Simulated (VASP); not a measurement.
Here is a VASP 6.6.1 calculation.

Contents of INCAR:

```
  ALGO = Normal
  EDIFF = 1E-6
  ENCUT = 500
  GGA = PS
  GGA_COMPAT = False
  ISIF = 2
  ISMEAR = 0
  LASPH = True
  LCHARG = True
  LELF = True
  LREAL = False
  LVHAR = True
  LWAVE = False
  NBANDS = 19
  NELM = 120
  PREC = Accurate
  SIGMA = 0.1
```

Contents of KPOINTS:

```
k-points
0
Gamma
  6 6 4
```

The input POSCAR:

```
Zr
1.0
    3.2392314131      0.0000000000      0.0000000000
   -1.6196157065      2.8052566925      0.0000000000
    0.0000000000      0.0000000000      5.1722200000
Zr
2
Direct
    0.3333333333      0.6666666667      0.2500000000
    0.6666666667      0.3333333333      0.7500000000
```

Potentials or basis: VASP PAW PBE potentials, release 64 (Zr_sv).

Command:

```bash
$ cat potpaw_PBE.64/Zr_sv/POTCAR > POTCAR
$ mpirun -np 1 vasp_std > vasp.out
```

Question: Estimate the pressure.

Answer: -4.3 GPa.

Question: What does it give for the band gap on the k mesh?

Answer: Zero (band 12 reaches 9.63 eV, above the bottom of band 13 at 8.73 eV).

Stress tensor (GPa, compression positive):
```
-4.46  0.00  0.00
 0.00 -4.46  0.00
 0.00  0.00 -3.85
```

Caveat: the k points lie up to 0.37 Å⁻¹ apart; the PAW data sets were made with another functional, which shifts forces and pressure a little.
